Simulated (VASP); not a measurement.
Set up this calculation in VASP 6.6.1, as the native input.

| Quantity | Value |
| --- | --- |
| Task | single point |
| Functional | PBE |
| Potentials or basis | VASP PAW PBE potentials, release 64 (Hf_pv, O) |
| Cutoff | 520 eV |
| k mesh | 6 × 6 × 4 |
| Occupations | gaussian, width 0.02 eV |
| Spin | no spin polarisation |
| Dipole correction | no |
| Further INCAR settings | ALGO = Normal; EDIFF = 1e-07; NBANDS = 31 |

The structure of HfO2 lies in POSCAR:

```
HfO2
1.0
    3.7124339275      0.0000000000      0.0000000000
    0.0000000000      3.7124339275      0.0000000000
    0.0000000000      0.0000000000      5.2061237571
Hf O
2 4
Direct
    0.5000000000      0.5000000000      0.5000000000
    0.0000000000      0.0000000000      0.0000000000
    0.0000000000      0.5000000000      0.6886146230
    0.5000000000      0.0000000000      0.8113853770
    0.5000000000      0.0000000000      0.3113853770
    0.0000000000      0.5000000000      0.1886146230
```

This cell differs from its parent crystal: biaxial strain in the a-b plane: +3.0 %, then relaxed in part.

The input as run:

INCAR

```
SYSTEM = HfO2
PREC     = Accurate       ! precision mode
ENCUT    = 520            ! plane-wave cutoff, eV
EDIFF    = 1E-7           ! SCF threshold, eV
ISMEAR   = 0              ! smearing method
SIGMA    = 0.02           ! smearing width, eV
LREAL    = .FALSE.        ! projectors in reciprocal space
LASPH    = .TRUE.         ! aspherical terms in the spheres
NELM     = 80             ! most SCF steps
ALGO     = Normal         ! electronic algorithm
ISIF     = 2              ! what is computed and relaxed
LWAVE    = .FALSE.        ! write WAVECAR
LCHARG   = .TRUE.         ! write CHGCAR
GGA      = PE             ! functional
LELF     = .TRUE.         ! ELF
LVHAR    = .TRUE.       
NBANDS   = 31             ! bands
```

KPOINTS

```
regular mesh
0
G
  6 6 4
  0 0 0
```

Potentials or basis: VASP PAW PBE potentials, release 64 (Hf_pv, O).

Launch:

```console
$ cat potpaw_PBE.64/Hf_pv/POTCAR potpaw_PBE.64/O/POTCAR > POTCAR
$ mpirun -np 1 vasp_std > vasp.out
```

It gave:

| Item | Value |
| --- | --- |
| Pressure | -12.8 GPa |
| Largest force | 0.051 eV/Å |
| Band gap on the k mesh | 4.07 eV, indirect (least direct gap 4.14 eV) |

Caveat: the cell differs from its parent crystal (biaxial strain in the a-b plane: +3.0 %, then relaxed in part); spin-orbit coupling is left out, which moves the levels of the heavy elements.

Run time: 2.9 min on 1 thread of AMD EPYC 7571, with other jobs on the host, peak memory 0.17 GiB.
